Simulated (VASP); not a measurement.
# LaGa2 (P6/mmm) in VASP: single point with LDA

Aim: the single point of LaGa2 with LDA.

Everything below comes from runs of VASP 6.6.1. Logs are shortened: lines on timing, memory, paths and dates and some standing lists are left out, and cuts for length are marked.

## Step 1: The cell of the first run

It takes space group P6/mmm (No. 191, hexagonal). The conventional cell has a = 4.320 Å, b = 4.320 Å, c = 4.416 Å, α = 90.00°, β = 90.00°, γ = 120.00°. Within 4.4 Å of La (site symmetry 6/mmm) lie 12 Ga at 3.33 Å and 6 La at 4.32 Å. Ga (site symmetry -6m2) has 3 Ga at 2.49 Å within 3.3 Å.

## Step 2: Single point, LDA

File INCAR:

```
SYSTEM = LaGa2
ALGO = Normal
EDIFF = 1E-6
ENCUT = 520
GGA = CA
ISIF = 2
ISMEAR = 1
LASPH = .True.
LCHARG = .False.
LREAL = .False.
LWAVE = .False.
NBANDS = 26
NELM = 100
PREC = Accurate
SIGMA = 0.1
```

File KPOINTS:

```
k-points
0
Gamma
  8 8 7
  0 0 0
```

File POSCAR:

```
LaGa2
1.0
    4.3200000000      0.0000000000      0.0000000000
   -2.1600000000      3.7412300000      0.0000000000
    0.0000000000      0.0000000000      4.4160000000
La Ga
1 2
Direct
    0.0000000000      0.0000000000      0.0000000000
    0.3333333333      0.6666666667      0.5000000000
    0.6666666667      0.3333333333      0.5000000000
```

Potentials or basis: VASP PAW LDA potentials, release 64 (La, Ga_d).

Launch:

```sh
> cat potpaw_LDA.64/La/POTCAR potpaw_LDA.64/Ga_d/POTCAR > POTCAR
> mpirun -np 1 vasp_std > vasp.out
```

OUTCAR:

```text
SYSTEM = LaGa2
   EDIFF = 1E-6
   ENCUT = 520
   GGA = CA
   ISIF = 2
   ISMEAR = 1
   LASPH = .True.
   LREAL = .False.
   NELM = 100
   PREC = Accurate

 ion  position               nearest neighbor table
   1  0.000  0.000  0.000-
   2  0.333  0.667  0.500-   3 2.49   3 2.49   3 2.49
   3  0.667  0.333  0.500-   2 2.49   2 2.49   2 2.49

  LATTYP: Found a hexagonal cell.
 ALAT       =     4.3200000000
 C/A-ratio  =     1.0222222222

  Lattice vectors:

 A1 = (   4.3200000000,   0.0000000000,   0.0000000000)
 A2 = (  -2.1600000000,   3.7412300000,   0.0000000000)
 A3 = (   0.0000000000,   0.0000000000,   4.4160000000)

Analysis of symmetry for initial positions (statically):
=====================================================================
 Subroutine PRICEL returns:
 Original cell was already a primitive cell.

 Routine SETGRP: Setting up the symmetry group for a
 hexagonal supercell.

 Subroutine GETGRP returns: Found 24 space group operations
 (whereof 24 operations were pure point group operations)
 out of a pool of 24 trial point group operations.

The static configuration has the point symmetry D_6h.

Analysis of symmetry for dynamics (positions and initial velocities):
=====================================================================
 Subroutine PRICEL returns:
 Original cell was already a primitive cell.

 Routine SETGRP: Setting up the symmetry group for a
 hexagonal supercell.

 Subroutine GETGRP returns: Found 24 space group operations
 (whereof 24 operations were pure point group operations)
 out of a pool of 24 trial point group operations.

The dynamic configuration has the point symmetry D_6h.

 Subroutine INISYM returns: Found 24 space group operations
 (whereof 24 operations are pure point group operations),
 and found     1 'primitive' translations

----------------------------------------------------------------------------------------

                                     Primitive cell

  volume of cell :      71.3719

  direct lattice vectors                    reciprocal lattice vectors
     4.320000000  0.000000000  0.000000000     0.231481481  0.133645887  0.000000000
    -2.160000000  3.741230000  0.000000000     0.000000000  0.267291773  0.000000000
     0.000000000  0.000000000  4.416000000     0.000000000  0.000000000  0.226449275

  length of vectors
     4.320000000  4.320000221  4.416000000     0.267291787  0.267291773  0.226449275

  position of ions in fractional coordinates (direct lattice)
     0.000000000  0.000000000  0.000000000
     0.333333333  0.666666667  0.500000000
     0.666666667  0.333333333  0.500000000

  ion indices of the primitive-cell ions
   primitive index   ion index
                 1           1
                 2           2
                 3           3

----------------------------------------------------------------------------------------

 KPOINTS: k-points

Automatic generation of k-mesh.
 Grid dimensions read from file:
 generate k-points for:    8    8    7

 Generating k-lattice:

  Cartesian coordinates                     Fractional coordinates (reciprocal lattice)
     0.028935185  0.016705736  0.000000000     0.125000000  0.000000000  0.000000000
     0.000000000  0.033411472  0.000000000     0.000000000  0.125000000  0.000000000
     0.000000000  0.000000000  0.032349896     0.000000000  0.000000000  0.142857143

  Length of vectors
     0.033411473  0.033411472  0.032349896

  Shift w.r.t. Gamma in fractional coordinates (k-lattice)
     0.000000000  0.000000000  0.000000000

 Subroutine IBZKPT returns following result:
 ===========================================

 Found     40 irreducible k-points:

 Following reciprocal coordinates:
            Coordinates               Weight
  0.000000  0.000000  0.000000      1.000000
  0.125000 -0.000000  0.000000      6.000000
  0.250000 -0.000000  0.000000      6.000000
  0.375000 -0.000000  0.000000      6.000000
  0.500000 -0.000000  0.000000      3.000000
  0.125000  0.125000  0.000000      6.000000
[... 16 lines left out ...]
  0.250000 -0.000000  0.285714     12.000000
  0.375000 -0.000000  0.285714     12.000000
 [... further k-points ...]
   k-points           NKPTS =     40   k-points in BZ     NKDIM =     40   number of bands    NBANDS=     26
   number of dos      NEDOS =    301   number of ions     NIONS =      3
   total plane-waves  NPLWV =  36864
   dimension x,y,z NGX =    32 NGY =   32 NGZ =   36
   dimension x,y,z NGXF=    64 NGYF=   64 NGZF=   72
   ions per type =               1   2
   NGX,Y,Z   is equivalent  to a cutoff of  12.31, 12.31, 13.55 a.u.
   NGXF,Y,Z  is equivalent  to a cutoff of  24.63, 24.63, 27.11 a.u.
 SYSTEM =  LaGa2
   PREC   = accura    normal or accurate (medium, high low for compatibility)
   ISTART =      0    job   : 0-new  1-cont  2-samecut
   ICHARG =      2    charge: 1-file 2-atom 10-const
   ISPIN  =      1    spin polarized calculation?
   LNONCOLLINEAR =      F non collinear calculations
   LSORBIT =      F    spin-orbit coupling
   LASPH  =      T    aspherical Exc in radial PAW
   ENCUT  =  520.0 eV  38.22 Ry    6.18 a.u.   8.03  8.03  8.21*2*pi/ulx,y,z
   NELM   =    100;   NELMIN=  2; NELMDL= -5     # of ELM steps
   EDIFF  = 0.1E-05   stopping-criterion for ELM
   LREAL  =      F    real-space projection
   EDIFFG = 0.1E-04   stopping-criterion for IOM
   NSW    =      0    number of steps for IOM
   IBRION =     -1    ionic relax: 0-MD 1-quasi-New 2-CG
   NFREE  =      0    steps in history (QN), initial steepest desc. (CG)
   ISIF   =      2    stress and relaxation
   ISYM   =      2    0-nonsym 1-usesym 2-fastsym
   POTIM  = 0.5000    time-step for ionic-motion
   TEBEG  =    0.0;   TEEND  =   0.0 temperature during run
   PSTRESS=    0.0 pullay stress
   NELECT =      37.0000    total number of electrons
   NUPDOWN=      -1.0000    fix difference up-down
   EMIN   =  10.00;   EMAX   =-10.00  energy-range for DOS
   EFERMI =   0.00;   METHOD = LEGACY
   ISMEAR =     1;   SIGMA  =   0.10  broadening in eV -4-tet -1-fermi 0-gaus
   EFERMI_NEDOS =   21; number of points for ismear=-14 and -15
   IALGO  =     38    algorithm
   IMIX   =      4    mixing-type and parameters
     AMIX     =   0.40;   BMIX     =  1.00
     AMIX_MAG =   1.60;   BMIX_MAG =  1.00
  volume/ion in A,a.u.               =      23.79       160.55
  Fermi-wavevector in a.u.,A,eV,Ry     =   1.315123  2.485222 23.531932  1.729548
  Thomas-Fermi vector in A             =   2.445328
   LORBIT       =      0    0 simple, 1 ext, 2 COOP (PROOUT), +10 PAW based schemes
   GGA     = CA    functional components
   LHFCALC =     F    Hartree Fock is set to
   AEXX    =    0.0000 exact exchange contribution
   IVDW    =     0    specifies the selected vdW correction
   LEPSILON=     F    determine dielectric tensor
   LRPA    =     F    only Hartree local field effects (RPA)
 non-spin polarized calculation
 Methfessel and Paxton  Order N= 1 SIGMA  =   0.10
  energy-cutoff  :      520.00
  volume of cell :       71.37
 maximum number of plane-waves:      1937
   NGX = 17   NGY = 17   NGZ = 17

 number of electron      36.9999997 magnetization

 Free energy of the ion-electron system (eV)
  ---------------------------------------------------
  ext. energy  EPLUGINS =         0.00000000
  ---------------------------------------------------
  free energy    TOTEN  =       -14.90854389 eV

  energy without entropy =      -14.90586047  energy(sigma->0) =      -14.90764942

 E-fermi :   6.3983     XC(G=0): -10.7158

 val. band max:        6.3875770922   @ k =   0.3750   0.1250   0.1429
 cond. band min:       6.4198465311   @ k =   0.2500   0.1250   0.2857
 fundamental gap:      0.0322694389
 Fermi energy:         6.3982943398

 k-point     1 :       0.0000    0.0000    0.0000
  band No.  band energies     occupation
      1     -25.9853      2.00000
      2      -9.7366      2.00000
      3      -9.5744      2.00000
      4      -9.5744      2.00000
      5      -8.2205      2.00000
      6      -8.1627      2.00000
[... 18 lines left out ...]
     25       8.5891      0.00000
     26       8.9002      0.00000

 k-point     2 :       0.1250   -0.0000    0.0000
  band No.  band energies     occupation
      1     -25.9816      2.00000
      2      -9.7347      2.00000
      3      -9.6324      2.00000
      4      -9.5839      2.00000
      5      -8.2259      2.00000
      6      -8.1964      2.00000
[... 18 lines left out ...]
     25       8.5905      0.00000
     26       8.7186      0.00000

 k-point     3 :       0.2500   -0.0000    0.0000
  band No.  band energies     occupation
      1     -25.9728      2.00000
      2      -9.7667      2.00000
      3      -9.7308      2.00000
      4      -9.6068      2.00000
      5      -8.2713      2.00000
      6      -8.2526      2.00000
[... 18 lines left out ...]
     25       8.5795      0.00000
     26       8.6306      0.00000

 k-point     4 :       0.3750   -0.0000    0.0000
  band No.  band energies     occupation
      1     -25.9639      2.00000
      2      -9.8937      2.00000
      3      -9.7277      2.00000
      4      -9.6297      2.00000
      5      -8.3189      2.00000
      6      -8.2938      2.00000
[... 18 lines left out ...]
     25       8.5289      0.00000
     26       8.7319      0.00000

 k-point     5 :       0.5000   -0.0000    0.0000
  band No.  band energies     occupation
      1     -25.9602      2.00000
      2      -9.9445      2.00000
      3      -9.7267      2.00000
      4      -9.6393      2.00000
      5      -8.3372      2.00000
      6      -8.3084      2.00000
[... 18 lines left out ...]
     25       8.5167      0.00000
     26       8.7876      0.00000

 k-point     6 :       0.1250    0.1250    0.0000
  band No.  band energies     occupation
      1     -25.9754      2.00000
      2      -9.7319      2.00000
      3      -9.7217      2.00000
      4      -9.6067      2.00000
      5      -8.2686      2.00000
      6      -8.2161      2.00000
[... 427 lines left out ...]
 k-point    21 :       0.0000    0.0000    0.2857
  band No.  band energies     occupation
      1     -25.9784      2.00000
      2      -9.9380      2.00000
      3      -9.5605      2.00000
      4      -9.5605      2.00000
      5      -8.2061      2.00000
      6      -8.1625      2.00000
[... 18 lines left out ...]
     25       8.5972      0.00000
     26       8.6191      0.00000

 k-point    22 :       0.1250   -0.0000    0.2857
  band No.  band energies     occupation
      1     -25.9748      2.00000
      2      -9.9250      2.00000
      3      -9.6126      2.00000
      4      -9.5738      2.00000
      5      -8.2216      2.00000
      6      -8.1996      2.00000
[... 18 lines left out ...]
     25       8.5608      0.00000
     26       8.5898      0.00000

 k-point    23 :       0.2500   -0.0000    0.2857
  band No.  band energies     occupation
      1     -25.9663      2.00000
      2      -9.8952      2.00000
      3      -9.7342      2.00000
      4      -9.6057      2.00000
      5      -8.2721      2.00000
      6      -8.2574      2.00000
[... 18 lines left out ...]
     25       8.5043      0.00000
     26       8.5571      0.00000

 k-point    24 :       0.3750   -0.0000    0.2857
  band No.  band energies     occupation
      1     -25.9577      2.00000
      2      -9.8733      2.00000
      3      -9.8448      2.00000
      4      -9.6370      2.00000
      5      -8.3093      2.00000
      6      -8.2984      2.00000
[... 18 lines left out ...]
     25       8.5071      0.00000
     26       8.5285      0.00000

 [... further k-points ...]
[... 5 lines left out ...]
  --------------------------------------------------------------------------------------
  -------------------------------------------------------------------------------------
  Total       -2.1653426     -2.1653429     -1.4178494      0.0000000     -0.0000000      0.0000000
  in kB      -48.6082506    -48.6082572    -31.8283013      0.0000000     -0.0000000      0.0000000
  external PRESSURE =     -43.0149364 kB  Pullay stress =       0.0000000 kB

 VOLUME and BASIS-vectors are now :
 -----------------------------------------------------------------------------
  energy-cutoff  :      520.00
  volume of cell :       71.37
      direct lattice vectors                 reciprocal lattice vectors
     4.320000000  0.000000000  0.000000000     0.231481481  0.133645887  0.000000000
    -2.160000000  3.741230000  0.000000000     0.000000000  0.267291773  0.000000000
     0.000000000  0.000000000  4.416000000     0.000000000  0.000000000  0.226449275

 POSITION                                       TOTAL-FORCE (eV/Angst)
 -----------------------------------------------------------------------------------
      0.00000      0.00000      0.00000        -0.000000      0.000000      0.000000
     -0.00000      2.49415      2.20800         0.000000      0.000000      0.000000
      2.16000      1.24708      2.20800        -0.000000      0.000000      0.000000
 -----------------------------------------------------------------------------------
    total drift:                                0.000000      0.000000      0.000000

  FREE ENERGIE OF THE ION-ELECTRON SYSTEM (eV)
  ---------------------------------------------------
  free  energy   TOTEN  =       -14.9085438923 eV

  energy  without entropy=      -14.9058604680  energy(sigma->0) =      -14.90764942
```

Run time: 39 s. Hardware: 1 thread of Intel Xeon Platinum 8375C at 2.90GHz (Ice Lake), shared host; peak memory 0.22 GiB.

What came out:

- Free energy: -14.9085 eV
- Pressure: -4.3 GPa

Stress tensor (GPa, compression positive):
```
-4.86  0.00  0.00
 0.00 -4.86  0.00
 0.00  0.00 -3.18
```

Levels at points of the mesh, in eV from the Fermi level:
```
           k point  band 15  band 16  band 17  band 18  band 19  band 20  band 21  band 22
(0.00, 0.00, 0.00)    -8.97    -0.65    -0.65    -0.23    -0.01     0.30     1.73     1.73
(0.50, 0.00, 0.00)    -6.51    -5.89    -0.89    -0.80    -0.69     1.42     1.80     1.91
```

Caveat: spin-orbit coupling is left out, which moves the levels of the heavy elements.
